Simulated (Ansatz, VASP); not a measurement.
**One calculation of Nb, two programs**

Contents of INCAR:

```
PREC     = Accurate       # precision mode
ENCUT    = 600            # plane-wave cutoff, eV
EDIFF    = 1E-6           # SCF threshold, eV
ISMEAR   = -1             # smearing method
SIGMA    = 0.08           # smearing width, eV
LREAL    = F              # projectors in reciprocal space
LASPH    = T              # aspherical terms in the spheres
NELM     = 80             # most SCF steps
ALGO     = Normal         # electronic algorithm
ISIF     = 3              # what is computed and relaxed
LWAVE    = F              # write WAVECAR
LCHARG   = F              # write CHGCAR
GGA      = PE             # functional
IBRION   = 2              # ionic algorithm
NSW      = 60             # ionic steps
EDIFFG   = -0.005         # ionic threshold
```

KPOINTS

```
regular mesh
0
Gamma
  18 18 18
```

Contents of POSCAR:

```
Nb
1.0
   -1.6548069191      1.6548069191      1.6548069191
    1.6548069191     -1.6548069191      1.6548069191
    1.6548069191      1.6548069191     -1.6548069191
Nb
1
Direct
    0.0000000000      0.0000000000      0.0000000000
```

Input for Ansatz:

```yaml
crystal:
  lattice:
    - [-1.6548069191, 1.6548069191, 1.6548069191]
    - [1.6548069191, -1.6548069191, 1.6548069191]
    - [1.6548069191, 1.6548069191, -1.6548069191]
  atoms:
    - { symbol: Nb, position: [0.0, 0.0, 0.0] }
kpoints:
  mp_grid: { grid: [18, 18, 18] }
scf:
  occupations: { method: fermi_dirac, width: 0.08 }
hamiltonian:
  xc: pbe
  pseudopotentials: { kind: paw }
output:
  forces: true
  stress: true
relax:
  f_tol: 0.005
  max_steps: 40
  cell: {}
```

Alike in both runs: task relaxation of cell and atoms; functional PBE; k mesh 18 × 18 × 18; occupations fermi-dirac, width 0.08 eV; no spin polarisation.

|  | VASP | Ansatz |
| --- | --- | --- |
| version | VASP 6.6.1 | Ansatz 0.2.0 |
| potentials or method | VASP PAW PBE potentials, release 64 (Nb_sv) | PAW with Ansatz's default frozen-core files, scalar-relativistic |
| plane-wave cutoff (eV) | 600 | 420 |
| valence electrons in the cell | 13 | 13 |

Ansatz gave:

```
relaxed volume (Å³/atom)                                     : 18.16
relaxed cell length with the largest relative difference (Å) : 2.868
```

Task: Estimate VASP's values.

Result: Relaxed volume (Å³/atom): 18.13; relaxed cell length with the largest relative difference (Å): 2.866.

Noted on VASP's run: the relaxation stopped at its first step, so nothing moved.
